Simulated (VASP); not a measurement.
# BeS (F-43m) in VASP: further runs

Runs on BeS. Level: PBE. Tasks: single point, relaxation of cell and atoms.

All numbers are computed with VASP 6.6.1; they aren't measurements. Logs are shortened: lines on timing, memory, paths and dates and some standing lists are left out, and cuts for length are marked.

### Step 1. The cell of the first run

The structure is cubic, space group F-43m (No. 216). Conventional cell: a = 4.879 Å, b = 4.879 Å, c = 4.879 Å, α = 90.00°, β = 90.00°, γ = 90.00°. Be (site symmetry -43m) has 4 S at 2.11 Å within 2.8 Å. Within 2.8 Å of S (site symmetry -43m) lie 4 Be at 2.11 Å.

### Step 2. Single point, PBE

Contents of INCAR:

```
SYSTEM = BeS
PREC = Accurate
ENCUT = 520
EDIFF = 1E-7
ISMEAR = 0
SIGMA = 0.1
LREAL = .False.
LASPH = .True.
NELM = 60
ALGO = Normal
ISIF = 2
LWAVE = .False.
LCHARG = .True.
GGA = PE
LELF = .True.
LVHAR = .True.
NBANDS = 11
```

Contents of KPOINTS:

```
Automatic mesh
0
Gamma
  6 6 6
  0 0 0
```

Contents of POSCAR:

```
BeS
1.0
    0.0000000000      2.4394627138      2.4394627138
    2.4394627138      0.0000000000      2.4394627138
    2.4394627138      2.4394627138      0.0000000000
Be S
1 1
Direct
    0.0000000000      0.0000000000      0.0000000000
    0.7500000000      0.7500000000      0.7500000000
```

Potentials or basis: VASP PAW PBE potentials, release 64 (Be, S).

Run with:

```bash
cat potpaw_PBE.64/Be/POTCAR potpaw_PBE.64/S/POTCAR > POTCAR
mpirun -np 1 vasp_std > vasp.out
```

OUTCAR:

```text
SYSTEM = BeS
   PREC = Accurate
   ENCUT = 520
   EDIFF = 1E-7
   ISMEAR = 0
   LREAL = .False.
   LASPH = .True.
   NELM = 60
   ISIF = 2
   GGA = PE

 ion  position               nearest neighbor table
   1  0.000  0.000  0.000-   2 2.11   2 2.11   2 2.11   2 2.11
   2  0.750  0.750  0.750-   1 2.11   1 2.11   1 2.11   1 2.11

  LATTYP: Found a face centered cubic cell.
 ALAT       =     4.8789254276

  Lattice vectors:

 A1 = (   0.0000000000,   2.4394627138,   2.4394627138)
 A2 = (   2.4394627138,   0.0000000000,   2.4394627138)
 A3 = (   2.4394627138,   2.4394627138,   0.0000000000)

Analysis of symmetry for initial positions (statically):
=====================================================================
 Subroutine PRICEL returns:
 Original cell was already a primitive cell.

 Routine SETGRP: Setting up the symmetry group for a
 face centered cubic supercell.

 Subroutine GETGRP returns: Found 24 space group operations
 (whereof 24 operations were pure point group operations)
 out of a pool of 48 trial point group operations.

The static configuration has the point symmetry T_d .

Analysis of symmetry for dynamics (positions and initial velocities):
=====================================================================
 Subroutine PRICEL returns:
 Original cell was already a primitive cell.

 Routine SETGRP: Setting up the symmetry group for a
 face centered cubic supercell.

 Subroutine GETGRP returns: Found 24 space group operations
 (whereof 24 operations were pure point group operations)
 out of a pool of 48 trial point group operations.

The dynamic configuration has the point symmetry T_d .

 Subroutine INISYM returns: Found 24 space group operations
 (whereof 24 operations are pure point group operations),
 and found     1 'primitive' translations

----------------------------------------------------------------------------------------

                                     Primitive cell

  volume of cell :      29.0344

  direct lattice vectors                    reciprocal lattice vectors
     0.000000000  2.439462714  2.439462714    -0.204963166  0.204963166  0.204963166
     2.439462714  0.000000000  2.439462714     0.204963166 -0.204963166  0.204963166
     2.439462714  2.439462714  0.000000000     0.204963166  0.204963166 -0.204963166

  length of vectors
     3.449921255  3.449921255  3.449921255     0.355006616  0.355006616  0.355006616

  position of ions in fractional coordinates (direct lattice)
     0.000000000  0.000000000  0.000000000
     0.750000000  0.750000000  0.750000000

  ion indices of the primitive-cell ions
   primitive index   ion index
                 1           1
                 2           2

----------------------------------------------------------------------------------------

 KPOINTS: Automatic mesh

Automatic generation of k-mesh.
 Grid dimensions read from file:
 generate k-points for:    6    6    6

 Generating k-lattice:

  Cartesian coordinates                     Fractional coordinates (reciprocal lattice)
    -0.034160528  0.034160528  0.034160528     0.166666667  0.000000000  0.000000000
     0.034160528 -0.034160528  0.034160528     0.000000000  0.166666667  0.000000000
     0.034160528  0.034160528 -0.034160528     0.000000000  0.000000000  0.166666667

  Length of vectors
     0.059167769  0.059167769  0.059167769

  Shift w.r.t. Gamma in fractional coordinates (k-lattice)
     0.000000000  0.000000000  0.000000000

 Subroutine IBZKPT returns following result:
 ===========================================

 Found     16 irreducible k-points:

 Following reciprocal coordinates:
            Coordinates               Weight
  0.000000  0.000000  0.000000      1.000000
  0.166667  0.000000  0.000000      8.000000
  0.333333  0.000000  0.000000      8.000000
  0.500000  0.000000  0.000000      4.000000
  0.166667  0.166667  0.000000      6.000000
  0.333333  0.166667  0.000000     24.000000
[... 8 lines left out ...]
 -0.333333  0.333333  0.166667     24.000000
 -0.333333  0.500000  0.166667     12.000000
   k-points           NKPTS =     16   k-points in BZ     NKDIM =     16   number of bands    NBANDS=     11
   number of dos      NEDOS =    301   number of ions     NIONS =      2
   total plane-waves  NPLWV =  21952
   dimension x,y,z NGX =    28 NGY =   28 NGZ =   28
   dimension x,y,z NGXF=    56 NGYF=   56 NGZF=   56
   ions per type =               1   1
   NGX,Y,Z   is equivalent  to a cutoff of  13.49, 13.49, 13.49 a.u.
   NGXF,Y,Z  is equivalent  to a cutoff of  26.99, 26.99, 26.99 a.u.
 SYSTEM =  BeS
   PREC   = accura    normal or accurate (medium, high low for compatibility)
   ISTART =      0    job   : 0-new  1-cont  2-samecut
   ICHARG =      2    charge: 1-file 2-atom 10-const
   ISPIN  =      1    spin polarized calculation?
   LNONCOLLINEAR =      F non collinear calculations
   LSORBIT =      F    spin-orbit coupling
   LASPH  =      T    aspherical Exc in radial PAW
   ENCUT  =  520.0 eV  38.22 Ry    6.18 a.u.   6.41  6.41  6.41*2*pi/ulx,y,z
   NELM   =     60;   NELMIN=  2; NELMDL= -5     # of ELM steps
   EDIFF  = 0.1E-06   stopping-criterion for ELM
   LREAL  =      F    real-space projection
   EDIFFG = 0.1E-05   stopping-criterion for IOM
   NSW    =      0    number of steps for IOM
   IBRION =     -1    ionic relax: 0-MD 1-quasi-New 2-CG
   NFREE  =      0    steps in history (QN), initial steepest desc. (CG)
   ISIF   =      2    stress and relaxation
   ISYM   =      2    0-nonsym 1-usesym 2-fastsym
   POTIM  = 0.5000    time-step for ionic-motion
   TEBEG  =    0.0;   TEEND  =   0.0 temperature during run
   PSTRESS=    0.0 pullay stress
   NELECT =       8.0000    total number of electrons
   NUPDOWN=      -1.0000    fix difference up-down
   EMIN   =  10.00;   EMAX   =-10.00  energy-range for DOS
   EFERMI =   0.00;   METHOD = LEGACY
   ISMEAR =     0;   SIGMA  =   0.10  broadening in eV -4-tet -1-fermi 0-gaus
   EFERMI_NEDOS =   21; number of points for ismear=-14 and -15
   IALGO  =     38    algorithm
   IMIX   =      4    mixing-type and parameters
     AMIX     =   0.40;   BMIX     =  1.00
     AMIX_MAG =   1.60;   BMIX_MAG =  1.00
  volume/ion in A,a.u.               =      14.52        97.97
  Fermi-wavevector in a.u.,A,eV,Ry     =   1.065289  2.013104 15.440435  1.134840
  Thomas-Fermi vector in A             =   2.200835
   LORBIT       =      0    0 simple, 1 ext, 2 COOP (PROOUT), +10 PAW based schemes
   GGA     = PE    functional components
   LHFCALC =     F    Hartree Fock is set to
   AEXX    =    0.0000 exact exchange contribution
   IVDW    =     0    specifies the selected vdW correction
   LEPSILON=     F    determine dielectric tensor
   LRPA    =     F    only Hartree local field effects (RPA)
 non-spin polarized calculation
 Gauss-broadening in eV      SIGMA  =   0.10
  energy-cutoff  :      520.00
  volume of cell :       29.03
 maximum number of plane-waves:       797
 NGX is ok and might be reduce to    28
   NGX = 13   NGY = 13   NGZ = 13

 number of electron       7.9999999 magnetization

 Free energy of the ion-electron system (eV)
  ---------------------------------------------------
  ext. energy  EPLUGINS =         0.00000000
  ---------------------------------------------------
  free energy    TOTEN  =       -10.01075187 eV

  energy without entropy =      -10.01075187  energy(sigma->0) =      -10.01075187

 E-fermi :   4.4586     XC(G=0):  -9.6563

 val. band max:        3.9938261592   @ k =   0.0000   0.0000   0.0000
 cond. band min:       7.1428595632   @ k =   0.5000   0.5000   0.0000
 fundamental gap:      3.1490334040
 Fermi energy:         4.4586339940

 k-point     1 :       0.0000    0.0000    0.0000
  band No.  band energies     occupation
      1      -9.5804      2.00000
      2       3.9938      2.00000
      3       3.9938      2.00000
      4       3.9938      2.00000
      5       9.6691      0.00000
      6       9.6691      0.00000
      7       9.6691      0.00000
      8       9.7291      0.00000
      9      16.7715      0.00000
     10      16.7715      0.00000
     11      18.7266      0.00000

 k-point     2 :       0.1667    0.0000    0.0000
  band No.  band energies     occupation
      1      -9.2773      2.00000
      2       2.1366      2.00000
      3       3.6765      2.00000
      4       3.6765      2.00000
      5       9.5376      0.00000
      6      10.2225      0.00000
      7      10.2225      0.00000
      8      11.7334      0.00000
      9      15.8647      0.00000
     10      15.8647      0.00000
     11      18.4692      0.00000

 k-point     3 :       0.3333    0.0000    0.0000
  band No.  band energies     occupation
      1      -8.5240      2.00000
      2      -0.4826      2.00000
      3       3.1845      2.00000
      4       3.1845      2.00000
      5       9.4522      0.00000
      6      10.6486      0.00000
      7      10.6486      0.00000
      8      14.2733      0.00000
      9      16.5818      0.00000
     10      16.5818      0.00000
     11      18.1306      0.00000

 k-point     4 :       0.5000    0.0000    0.0000
  band No.  band energies     occupation
      1      -8.0182      2.00000
      2      -1.6802      2.00000
      3       2.9837      2.00000
      4       2.9837      2.00000
      5       9.4071      0.00000
      6      10.5586      0.00000
      7      10.5586      0.00000
      8      15.1161      0.00000
      9      18.8502      0.00000
     10      18.8502      0.00000
     11      19.0248      0.00000

 k-point     5 :       0.1667    0.1667    0.0000
  band No.  band energies     occupation
      1      -9.1764      2.00000
      2       2.4734      2.00000
      3       3.0889      2.00000
      4       3.0889      2.00000
      5       8.9889      0.00000
      6      11.1479      0.00000
      7      11.2092      0.00000
      8      11.2092      0.00000
      9      14.3707      0.00000
     10      17.3575      0.00000
     11      19.7719      0.00000
[... 99 lines left out ...]
 k-point    13 :       0.5000    0.5000    0.0000
  band No.  band energies     occupation
      1      -7.4923      2.00000
      2      -0.9357      2.00000
      3       1.4132      2.00000
      4       1.4132      2.00000
      5       7.1429      0.00000
      6       8.9249      0.00000
      7      16.6315      0.00000
      8      16.6315      0.00000
      9      19.3176      0.00000
     10      20.2983      0.00000
     11      20.7878      0.00000

 k-point    14 :       0.5000    0.3333    0.1667
  band No.  band energies     occupation
      1      -7.9699      2.00000
      2      -0.3138      2.00000
      3       1.0686      2.00000
      4       2.1299      2.00000
      5       9.7474      0.00000
      6      11.0309      0.00000
      7      11.7328      0.00000
      8      14.2062      0.00000
      9      16.5214      0.00000
     10      18.4868      0.00000
     11      20.5222      0.00000

 k-point    15 :      -0.3333    0.3333    0.1667
  band No.  band energies     occupation
      1      -7.6027      2.00000
      2      -0.7745      2.00000
      3       0.6208      2.00000
      4       1.6663      2.00000
      5      10.1739      0.00000
      6      10.9886      0.00000
      7      13.3647      0.00000
      8      14.2092      0.00000
      9      15.1410      0.00000
     10      19.3412      0.00000
     11      20.2020      0.00000

 k-point    16 :      -0.3333    0.5000    0.1667
  band No.  band energies     occupation
      1      -7.4538      2.00000
      2      -0.5237      2.00000
      3       0.6516      2.00000
      4       0.8811      2.00000
      5       9.1444      0.00000
      6      10.6557      0.00000
      7      13.9309      0.00000
      8      14.3931      0.00000
      9      18.2932      0.00000
     10      18.3703      0.00000
     11      20.8620      0.00000

------------------------ aborting loop because EDIFF is reached ----------------------------------------

  FORCE on cell =-STRESS in cart. coord.  units (eV):
  Direction    XX          YY          ZZ          XY          YZ          ZX
  --------------------------------------------------------------------------------------
  -------------------------------------------------------------------------------------
  Total       -0.0205235     -0.0205235     -0.0205235      0.0000000     -0.0000000      0.0000000
  in kB       -1.1325307     -1.1325307     -1.1325307      0.0000000     -0.0000000      0.0000000
  external PRESSURE =      -1.1325307 kB  Pullay stress =       0.0000000 kB

 VOLUME and BASIS-vectors are now :
 -----------------------------------------------------------------------------
  energy-cutoff  :      520.00
  volume of cell :       29.03
      direct lattice vectors                 reciprocal lattice vectors
     0.000000000  2.439462714  2.439462714    -0.204963166  0.204963166  0.204963166
     2.439462714  0.000000000  2.439462714     0.204963166 -0.204963166  0.204963166
     2.439462714  2.439462714  0.000000000     0.204963166  0.204963166 -0.204963166

 POSITION                                       TOTAL-FORCE (eV/Angst)
 -----------------------------------------------------------------------------------
      0.00000      0.00000      0.00000        -0.000000     -0.000000     -0.000000
      3.65919      3.65919      3.65919         0.000000      0.000000      0.000000
 -----------------------------------------------------------------------------------
    total drift:                                0.000000      0.000000     -0.000000

  FREE ENERGIE OF THE ION-ELECTRON SYSTEM (eV)
  ---------------------------------------------------
  free  energy   TOTEN  =       -10.0107518704 eV

  energy  without entropy=      -10.0107518704  energy(sigma->0) =      -10.01075187
```

Run time: 4.9 s. Hardware: 1 thread of Intel Xeon 6975P-C (Granite Rapids), shared host; peak memory 0.15 GiB.

What came out:

```
Free energy            : -10.0108 eV
Pressure               : -0.1 GPa
Band gap on the k mesh : 3.15 eV, indirect (least direct gap 5.68 eV)
```

A k mesh can miss the band edges. Expect the measured gap to be larger: semilocal functionals such as PBE lack the derivative discontinuity.

(Part 1 of 2 ends here.)
